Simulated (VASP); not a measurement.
Wanted: the native input for a VASP 6.6.1 run.

```yaml
Task: single point
Functional: r2SCAN
Potentials_or_basis: VASP PAW PBE potentials, release 64 (In_d, Sb)
Cutoff: 520 eV
k_mesh: 10 × 10 × 10
Occupations: gaussian, width 0.1 eV
Spin: no spin polarisation
Dipole_correction: no
Further_INCAR_settings: ALGO = Normal; EDIFF = 1e-06; NBANDS = 30
```

Crystal: In3Sb.

```
In Sb
1.0
     4.68866    0.00000    0.00000
     0.00000    4.68866    0.00000
     0.00000    0.00000    4.68866
In Sb
3 1
Direct
  0.50000 0.50000 0.00000
  0.50000 0.00000 0.50000
  0.00000 0.50000 0.50000
  0.00000 0.00000 0.00000
```

The input as run:

POSCAR

```
In3Sb
1.0
    4.6886551873      0.0000000000      0.0000000000
    0.0000000000      4.6886551873      0.0000000000
    0.0000000000      0.0000000000      4.6886551873
In Sb
3 1
Direct
    0.5000000000      0.5000000000      0.0000000000
    0.5000000000      0.0000000000      0.5000000000
    0.0000000000      0.5000000000      0.5000000000
    0.0000000000      0.0000000000      0.0000000000
```

INCAR.step1

```
ALGO     = Normal         # electronic algorithm
EDIFF    = 1E-4           # SCF threshold, eV
ENCUT    = 520            # plane-wave cutoff, eV
GGA      = PE             # functional
ISMEAR   = 0              # smearing method
LASPH    = True           # aspherical terms in the spheres
LCHARG   = False          # write CHGCAR
LREAL    = False          # projectors in reciprocal space
LWAVE    = True           # write WAVECAR
NBANDS   = 30             # bands
NELM     = 100            # most SCF steps
PREC     = Accurate       # precision mode
SIGMA    = 0.1            # smearing width, eV
```

INCAR.step2

```
ALGO     = Normal         # electronic algorithm
EDIFF    = 1E-6           # SCF threshold, eV
ENCUT    = 520            # plane-wave cutoff, eV
ISIF     = 2              # what is computed and relaxed
ISMEAR   = 0              # smearing method
ISTART   = 1            
LASPH    = True           # aspherical terms in the spheres
LCHARG   = True           # write CHGCAR
LELF     = True           # ELF
LMIXTAU  = True         
LREAL    = False          # projectors in reciprocal space
LVHAR    = True         
LWAVE    = False          # write WAVECAR
METAGGA  = R2SCAN         # meta-GGA
NBANDS   = 30             # bands
NELM     = 100            # most SCF steps
PREC     = Accurate       # precision mode
SIGMA    = 0.1            # smearing width, eV
```

KPOINTS

```
k-points
0
Gamma
  10 10 10
```

Potentials or basis: VASP PAW PBE potentials, release 64 (In_d, Sb).

Run with:

```console
$ cat potpaw_PBE.64/In_d/POTCAR potpaw_PBE.64/Sb/POTCAR > POTCAR
$ cp INCAR.step1 INCAR
$ mpirun -np 1 vasp_std > vasp.out
$ cp INCAR.step2 INCAR
$ mpirun -np 1 vasp_std > vasp.out
```

It gave:

| Property | Result |
| --- | --- |
| Pressure | 2.8 GPa |
| Band gap on the k mesh | zero (bands 22 and 23 overlap by 4.32 eV) |

Caveat: the PAW data sets were made with another functional, which shifts forces and pressure a little; spin-orbit coupling is left out, which moves the levels of the heavy elements.

Wall time 7.4 min on 1 thread of Intel Xeon 8259CL (shared host), peak memory 0.32 GiB.
